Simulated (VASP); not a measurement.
## As: single point with PBE-based screened hybrid

As:

```
As
1.0
     2.97948   -0.10062    0.32377
    -0.10062    2.58301    0.26188
     0.32377    0.26188    2.54855
As
1
Cartesian
  1.6013 1.3721 1.5671
```

```json
{
  "Program": "VASP 6.6.1",
  "Task": "single point",
  "Functional": "PBE-based screened hybrid",
  "Potentials or basis": "VASP PAW PBE potentials, release 64 (As)",
  "Cutoff": "520 eV",
  "k mesh": "5 × 5 × 6",
  "Occupations": "fermi-dirac, width 0.05 eV",
  "Spin": "no spin polarisation",
  "Dipole correction": "no",
  "Grid for exact exchange (PRECFOCK)": "Normal",
  "Share of exact exchange": "0.1",
  "Further INCAR settings": "ALGO = Normal; EDIFF = 1e-07; NBANDS = 8",
  "Screening parameter": "0.2 1/Å"
}
```

```
Pressure : 5.6 GPa
```

Stress tensor (GPa, compression positive):
```
-5.05 -1.70 -1.52
-1.70  9.80 -8.47
-1.52 -8.47 12.06
```

Levels at points of the mesh, in eV from the Fermi level:
```tsv
k point	band 1	band 2	band 3	band 4	band 5
(0.00, 0.00, 0.00)	-16.27	1.40	5.95	6.71	7.48
(0.00, 0.00, 0.50)	-11.54	-7.71	2.68	7.29	7.64
```

Run time: 4.9 min on 1 thread of Intel(R) Xeon(R) 6975P-C (Granite Rapids) (shared host), peak memory 0.23 GiB.

Caveat: the k points lie up to 0.50 Å⁻¹ apart; the PAW data sets were made with another functional, which shifts forces and pressure a little.
